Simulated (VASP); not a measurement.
# SbSe5 (C2/m) in VASP: single point with PBE

Aim: the single point of SbSe5 with PBE.

Program: VASP 6.6.1. These are calculated values, not measurements. Logs are shortened: lines on timing, memory, paths and dates and some standing lists are left out, and cuts for length are marked.

## 1. The cell of the first run

It takes space group C2/m (No. 12, monoclinic). The conventional cell has a = 8.092 Å, b = 5.576 Å, c = 8.767 Å, α = 90.00°, β = 115.76°, γ = 90.00°. Within 3.9 Å of Sb (site symmetry 2/m) lie 8 Se at 3.00 to 3.01 Å. Se (site symmetry 1) has 4 Se at 2.64 to 3.46 Å and 2 Sb at 3.00 to 3.01 Å within 3.5 Å. Se (site symmetry 2/m) has 4 Se at 2.64 Å within 3.5 Å.

The cell was generated, and may not be a known phase.

## 2. Single point, PBE

INCAR reads:

```
SYSTEM = SbSe5
ALGO = Normal ; EDIFF = 1E-6
ENCUT = 520 ; GGA = PE
ISIF = 2 ; ISMEAR = 0
LASPH = .TRUE. ; LCHARG = .FALSE.
LREAL = .FALSE. ; LWAVE = .FALSE.
NBANDS = 26 ; NELM = 60
PREC = Accurate ; SIGMA = 0.1
```

KPOINTS reads:

```
k-points
0
G
  8 8 4
  0 0 0
```

POSCAR reads:

```
SbSe5
1.0
    4.0459805076     -2.7879617440     -0.0080665667
    4.0459805076      2.7879617440     -0.0080665667
   -3.7949104749      0.0000000000      7.9026601304
Sb Se
1 5
Direct
    0.0000000000      0.0000000000      0.5000000000
    0.6001859685      0.1154257216      0.7190969167
    0.8845742784      0.3998140315      0.2809030833
    0.3998140315      0.8845742784      0.2809030833
    0.1154257216      0.6001859685      0.7190969167
    0.0000000000      0.0000000000      0.0000000000
```

Potentials or basis: VASP PAW PBE potentials, release 64 (Sb, Se).

Started as:

```
> cat potpaw_PBE.64/Sb/POTCAR potpaw_PBE.64/Se/POTCAR > POTCAR
> mpirun -np 1 vasp_std > vasp.out
```

OUTCAR:

```text
SYSTEM = SbSe5
   EDIFF = 1E-6
   ENCUT = 520
   GGA = PE
   ISIF = 2
   ISMEAR = 0
   LASPH = .TRUE.
   LREAL = .FALSE.
   NELM = 60
   PREC = Accurate

 ion  position               nearest neighbor table
   1  0.000  0.000  0.500-   2 3.00   3 3.00   4 3.00   5 3.00   2 3.01   5 3.01   3 3.01   4 3.01

   2  0.600  0.115  0.719-   6 2.64   5 2.70   1 3.00   1 3.01
   3  0.885  0.400  0.281-   6 2.64   4 2.70   1 3.00   1 3.01
   4  0.400  0.885  0.281-   6 2.64   3 2.70   1 3.00   1 3.01
   5  0.115  0.600  0.719-   6 2.64   2 2.70   1 3.00   1 3.01
   6  0.000  0.000  0.000-   2 2.64   3 2.64   4 2.64   5 2.64

  LATTYP: Found a base centered monoclinic cell.
 ALAT       =     8.0919770977
 B/A-ratio  =     0.6890681252
 C/A-ratio  =     1.0833701087
 COS(beta)  =    -0.4346788910

  Lattice vectors:

 A1 = (   4.0459805076,  -2.7879617440,  -0.0080665667)
 A2 = (   4.0459805076,   2.7879617440,  -0.0080665667)
 A3 = (  -3.7949104749,   0.0000000000,   7.9026601304)

Analysis of symmetry for initial positions (statically):
=====================================================================
 Subroutine PRICEL returns:
 Original cell was already a primitive cell.

 Routine SETGRP: Setting up the symmetry group for a
 base centered monoclinic supercell.

 Subroutine GETGRP returns: Found  4 space group operations
 (whereof  4 operations were pure point group operations)
 out of a pool of  4 trial point group operations.

The static configuration has the point symmetry C_2h.

Analysis of symmetry for dynamics (positions and initial velocities):
=====================================================================
 Subroutine PRICEL returns:
 Original cell was already a primitive cell.

 Routine SETGRP: Setting up the symmetry group for a
 base centered monoclinic supercell.

 Subroutine GETGRP returns: Found  4 space group operations
 (whereof  4 operations were pure point group operations)
 out of a pool of  4 trial point group operations.

The dynamic configuration has the point symmetry C_2h.

 Subroutine INISYM returns: Found  4 space group operations
 (whereof  4 operations are pure point group operations),
 and found     1 'primitive' translations

----------------------------------------------------------------------------------------

                                     Primitive cell

  volume of cell :     178.1139

  direct lattice vectors                    reciprocal lattice vectors
     4.045980508 -2.787961744 -0.008066567     0.123697867 -0.179342490  0.059400547
     4.045980508  2.787961744 -0.008066567     0.123697867  0.179342490  0.059400547
    -3.794910475  0.000000000  7.902660130     0.000252527  0.000000000  0.126660934

  length of vectors
     4.913527656  4.913527656  8.766606108     0.225816996  0.225816996  0.126661186

  position of ions in fractional coordinates (direct lattice)
     0.000000000  0.000000000  0.500000000
     0.600185968  0.115425722  0.719096917
     0.884574278  0.399814031  0.280903083
     0.399814031  0.884574278  0.280903083
     0.115425722  0.600185968  0.719096917
     0.000000000  0.000000000  0.000000000

  ion indices of the primitive-cell ions
   primitive index   ion index
                 1           1
                 2           2
                 3           3
                 4           4
                 5           5
                 6           6

----------------------------------------------------------------------------------------

 KPOINTS: k-points

Automatic generation of k-mesh.
 Grid dimensions read from file:
 generate k-points for:    8    8    4

 Generating k-lattice:

  Cartesian coordinates                     Fractional coordinates (reciprocal lattice)
     0.015462233 -0.022417811  0.007425068     0.125000000 -0.000000000  0.000000000
     0.015462233  0.022417811  0.007425068    -0.000000000  0.125000000  0.000000000
     0.000063132  0.000000000  0.031665234     0.000000000  0.000000000  0.250000000

  Length of vectors
     0.028227125  0.028227125  0.031665297

  Shift w.r.t. Gamma in fractional coordinates (k-lattice)
     0.000000000  0.000000000  0.000000000

 Subroutine IBZKPT returns following result:
 ===========================================

 Found     78 irreducible k-points:

 Following reciprocal coordinates:
            Coordinates               Weight
  0.000000  0.000000  0.000000      1.000000
  0.125000 -0.000000  0.000000      4.000000
  0.250000 -0.000000  0.000000      4.000000
  0.375000 -0.000000  0.000000      4.000000
  0.500000 -0.000000  0.000000      2.000000
  0.125000  0.125000  0.000000      2.000000
[... 16 lines left out ...]
  0.125000  0.000000  0.250000      4.000000
  0.250000 -0.000000  0.250000      4.000000
 [... further k-points ...]
   k-points           NKPTS =     78   k-points in BZ     NKDIM =     78   number of bands    NBANDS=     26
   number of dos      NEDOS =    301   number of ions     NIONS =      6
   total plane-waves  NPLWV = 112000
   dimension x,y,z NGX =    40 NGY =   40 NGZ =   70
   dimension x,y,z NGXF=    80 NGYF=   80 NGZF=  140
   ions per type =               1   5
   NGX,Y,Z   is equivalent  to a cutoff of  13.53, 13.53, 13.27 a.u.
   NGXF,Y,Z  is equivalent  to a cutoff of  27.07, 27.07, 26.55 a.u.
 SYSTEM =  SbSe5
   PREC   = accura    normal or accurate (medium, high low for compatibility)
   ISTART =      0    job   : 0-new  1-cont  2-samecut
   ICHARG =      2    charge: 1-file 2-atom 10-const
   ISPIN  =      1    spin polarized calculation?
   LNONCOLLINEAR =      F non collinear calculations
   LSORBIT =      F    spin-orbit coupling
   LASPH  =      T    aspherical Exc in radial PAW
   ENCUT  =  520.0 eV  38.22 Ry    6.18 a.u.   9.14  9.14 16.30*2*pi/ulx,y,z
   NELM   =     60;   NELMIN=  2; NELMDL= -5     # of ELM steps
   EDIFF  = 0.1E-05   stopping-criterion for ELM
   LREAL  =      F    real-space projection
   EDIFFG = 0.1E-04   stopping-criterion for IOM
   NSW    =      0    number of steps for IOM
[... 5 lines left out ...]
   TEBEG  =    0.0;   TEEND  =   0.0 temperature during run
   PSTRESS=    0.0 pullay stress
   NELECT =      35.0000    total number of electrons
   NUPDOWN=      -1.0000    fix difference up-down
   EMIN   =  10.00;   EMAX   =-10.00  energy-range for DOS
   EFERMI =   0.00;   METHOD = LEGACY
   ISMEAR =     0;   SIGMA  =   0.10  broadening in eV -4-tet -1-fermi 0-gaus
   EFERMI_NEDOS =   21; number of points for ismear=-14 and -15
   IALGO  =     38    algorithm
   IMIX   =      4    mixing-type and parameters
     AMIX     =   0.40;   BMIX     =  1.00
     AMIX_MAG =   1.60;   BMIX_MAG =  1.00
  volume/ion in A,a.u.               =      29.69       200.33
  Fermi-wavevector in a.u.,A,eV,Ry     =   0.951769  1.798583 12.325030  0.905864
  Thomas-Fermi vector in A             =   2.080270
   LORBIT       =      0    0 simple, 1 ext, 2 COOP (PROOUT), +10 PAW based schemes
   GGA     = PE    functional components
   LHFCALC =     F    Hartree Fock is set to
   AEXX    =    0.0000 exact exchange contribution
   IVDW    =     0    specifies the selected vdW correction
   LEPSILON=     F    determine dielectric tensor
   LRPA    =     F    only Hartree local field effects (RPA)
 non-spin polarized calculation
 Gauss-broadening in eV      SIGMA  =   0.10
  energy-cutoff  :      520.00
  volume of cell :      178.11
 maximum number of plane-waves:      4816
 NGX is ok and might be reduce to    40
   NGX = 19   NGY = 19   NGZ = 33

 number of electron      35.0000001 magnetization

 Free energy of the ion-electron system (eV)
  ---------------------------------------------------
  ext. energy  EPLUGINS =         0.00000000
  ---------------------------------------------------
  free energy    TOTEN  =       -20.77467793 eV

  energy without entropy =      -20.75754913  energy(sigma->0) =      -20.76611353

 E-fermi :   2.7713     XC(G=0):  -8.5461

 val. band max:        2.7668184594   @ k =  -0.2500   0.1250   0.5000
 cond. band min:       2.7782404866   @ k =   0.5000  -0.0000   0.2500
 fundamental gap:      0.0114220272
 Fermi energy:         2.7713140860

 k-point     1 :       0.0000    0.0000    0.0000
  band No.  band energies     occupation
      1     -12.2022      2.00000
      2     -11.0579      2.00000
      3      -9.6090      2.00000
      4      -8.6326      2.00000
      5      -8.4551      2.00000
      6      -5.4942      2.00000
[... 18 lines left out ...]
     25       6.5865      0.00000
     26       7.9943      0.00000

 k-point     2 :       0.1250   -0.0000    0.0000
  band No.  band energies     occupation
      1     -12.1316      2.00000
      2     -11.0081      2.00000
      3      -9.6605      2.00000
      4      -8.8259      2.00000
      5      -8.4793      2.00000
      6      -5.5971      2.00000
[... 18 lines left out ...]
     25       6.8943      0.00000
     26       8.1315      0.00000

 k-point     3 :       0.2500   -0.0000    0.0000
  band No.  band energies     occupation
      1     -11.9314      2.00000
      2     -10.8614      2.00000
      3      -9.8402      2.00000
      4      -9.2790      2.00000
      5      -8.5117      2.00000
      6      -5.7531      2.00000
[... 18 lines left out ...]
     25       7.7340      0.00000
     26       8.4221      0.00000

 k-point     4 :       0.3750   -0.0000    0.0000
  band No.  band energies     occupation
      1     -11.6555      2.00000
      2     -10.6315      2.00000
      3     -10.1366      2.00000
      4      -9.7676      2.00000
      5      -8.5041      2.00000
      6      -5.8522      2.00000
[... 18 lines left out ...]
     25       8.4915      0.00000
     26       9.0486      0.00000
[... 496 lines left out ...]
      1     -12.0994      2.00000
      2     -11.3310      2.00000
      3      -9.3200      2.00000
      4      -8.6991      2.00000
      5      -8.3779      2.00000
      6      -5.7446      2.00000
[... 18 lines left out ...]
     25       6.8277      0.00000
     26       7.8480      0.00000

 k-point    23 :       0.1250    0.0000    0.2500
  band No.  band energies     occupation
      1     -11.9844      2.00000
      2     -11.3664      2.00000
      3      -9.3870      2.00000
      4      -8.7335      2.00000
      5      -8.4621      2.00000
      6      -5.9026      2.00000
[... 18 lines left out ...]
     25       7.2271      0.00000
     26       7.7834      0.00000

 k-point    24 :       0.2500   -0.0000    0.2500
  band No.  band energies     occupation
      1     -11.7604      2.00000
      2     -11.2543      2.00000
      3      -9.7508      2.00000
      4      -9.0034      2.00000
      5      -8.4871      2.00000
      6      -6.0012      2.00000
[... 18 lines left out ...]
     25       8.0765      0.00000
     26       8.1845      0.00000

 [... further k-points ...]

------------------------ aborting loop because EDIFF is reached ----------------------------------------

  FORCE on cell =-STRESS in cart. coord.  units (eV):
  Direction    XX          YY          ZZ          XY          YZ          ZX
  --------------------------------------------------------------------------------------
  -------------------------------------------------------------------------------------
  Total       -0.0629737      0.0139762     -0.0260243      0.0000000      0.0000000      0.0206887
  in kB       -0.5664639      0.1257197     -0.2340949      0.0000000      0.0000000      0.1860999
  external PRESSURE =      -0.2249464 kB  Pullay stress =       0.0000000 kB

 VOLUME and BASIS-vectors are now :
 -----------------------------------------------------------------------------
  energy-cutoff  :      520.00
  volume of cell :      178.11
      direct lattice vectors                 reciprocal lattice vectors
     4.045980508 -2.787961744 -0.008066567     0.123697867 -0.179342490  0.059400547
     4.045980508  2.787961744 -0.008066567     0.123697867  0.179342490  0.059400547
    -3.794910475  0.000000000  7.902660130     0.000252527  0.000000000  0.126660934

 POSITION                                       TOTAL-FORCE (eV/Angst)
 -----------------------------------------------------------------------------------
     -1.89746      0.00000      3.95133         0.000000      0.000000     -0.000000
      0.16644     -1.35149      5.67701         0.001762      0.002083     -0.007224
      4.13061     -1.35149      2.20952        -0.001762      0.002083      0.007224
      4.13061      1.35149      2.20952        -0.001762     -0.002083      0.007224
      0.16644      1.35149      5.67701         0.001762     -0.002083     -0.007224
      0.00000      0.00000      0.00000         0.000000      0.000000     -0.000000
 -----------------------------------------------------------------------------------
    total drift:                                0.000000     -0.000000      0.000000

  FREE ENERGIE OF THE ION-ELECTRON SYSTEM (eV)
  ---------------------------------------------------
  free  energy   TOTEN  =       -20.7746779255 eV

  energy  without entropy=      -20.7575491350  energy(sigma->0) =      -20.76611353
```

It took 9.7 min on 1 thread of Intel Xeon 8259CL, shared host; peak memory 0.52 GiB.

What came out:

```
Free energy            : -20.7747 eV
Pressure               : 0.0 GPa
Largest force          : 0.008 eV/Å
Band gap on the k mesh : zero (an odd number of electrons rules out a gap without spin polarisation)
```

Forces in eV/Å, atoms in the order of the input:
```
Sb   0.000  0.000  0.000
Se   0.002  0.002 -0.007
Se  -0.002  0.002  0.007
Se  -0.002 -0.002  0.007
Se   0.002 -0.002 -0.007
Se   0.000  0.000  0.000
```

Levels at points of the mesh, in eV from the Fermi level:
```csv
k point,band 14,band 15,band 16,band 17,band 18,band 19,band 20,band 21
"(0.00, 0.00, 0.00)",-1.84,-1.84,-1.38,-1.29,0.22,1.17,2.29,2.69
"(0.50, 0.00, 0.00)",-1.84,-1.77,-1.22,-0.83,-0.63,-0.21,0.40,1.87
"(0.50, 0.50, 0.00)",-1.13,-0.35,-0.32,-0.23,0.13,0.42,2.84,2.98
"(0.00, 0.00, 0.50)",-1.91,-1.29,-0.48,-0.20,0.43,1.23,1.40,1.82
"(0.50, 0.00, 0.50)",-1.79,-1.58,-1.24,-0.84,-0.47,0.09,1.45,1.92
"(0.50, 0.50, 0.50)",-2.78,-0.29,-0.27,0.03,1.98,2.01,2.55,2.55
```

Caveat: spin-orbit coupling is left out, which moves the levels of the heavy elements.
